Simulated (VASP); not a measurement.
A run of VASP 6.6.1 is set up as follows.

POSCAR

```
SiC
1.0
    4.3562899735      0.0000000000      0.0000000000
    0.0000000000      2.1781449867     -2.1781449867
    1.7425159894      6.5344349602      6.5344349602
Si C
6 6
Direct
   -0.0999933333      0.0000000000      0.2499833333
    0.3333400000      0.5000000000      0.4166500000
   -0.2333266667      0.0000000000      0.5833166667
    0.2000066667      0.5000000000      0.7499833333
   -0.3666600000      0.0000000000      0.9166500000
    0.4666733333      0.5000000000      0.0833166667
    0.5833400000      0.0000000000      0.4166500000
    0.0166733333      0.5000000000      0.5833166667
    0.4500066667      0.0000000000      0.7499833333
   -0.1166600000      0.5000000000      0.9166500000
    0.7166733333      0.0000000000      0.0833166667
    0.1500066667      0.5000000000      0.2499833333
```

Contents of INCAR.step1:

```
SYSTEM = SiC
ALGO = Normal ; EDIFF = 1E-5
ENCUT = 660 ; GGA = PE
GGA_COMPAT = .False. ; ISMEAR = 0
LASPH = .True. ; LCHARG = .False.
LREAL = .False. ; LWAVE = .True.
NBANDS = 36 ; NELM = 120
PREC = Accurate ; SIGMA = 0.05
```

The input INCAR.step2:

```
SYSTEM = SiC
ALGO = Normal ; EDIFF = 1E-6
ENCUT = 660 ; GGA_COMPAT = .False.
ISIF = 2 ; ISMEAR = 0
ISTART = 1 ; LASPH = .True.
LCHARG = .False. ; LMIXTAU = .True.
LREAL = .False. ; LWAVE = .False.
METAGGA = R2SCAN ; NBANDS = 36
NELM = 120 ; PREC = Accurate
SIGMA = 0.05
```

KPOINTS

```
k-points
0
Gamma
  6 9 3
  0 0 0
```

Potentials or basis: VASP PAW PBE potentials, release 64 (Si, C).

Launch:

```console
$ cat potpaw_PBE.64/Si/POTCAR potpaw_PBE.64/C/POTCAR > POTCAR
$ cp INCAR.step1 INCAR
$ mpirun -np 1 vasp_std > vasp.out
$ cp INCAR.step2 INCAR
$ mpirun -np 1 vasp_std > vasp.out
```

(1) What does it give for the pressure?

(2) Predict the largest force.

(3) Predict the band gap on the k mesh.

Results:

(1) 10.0 GPa.

(2) 8.024 eV/Å.

(3) zero (bands 24 and 25 overlap by 0.76 eV).

Caveat: the cell stands under pressure; semilocal functionals underestimate gaps, so a narrow gap can read as zero; the PAW data sets were made with another functional, which shifts forces and pressure a little.
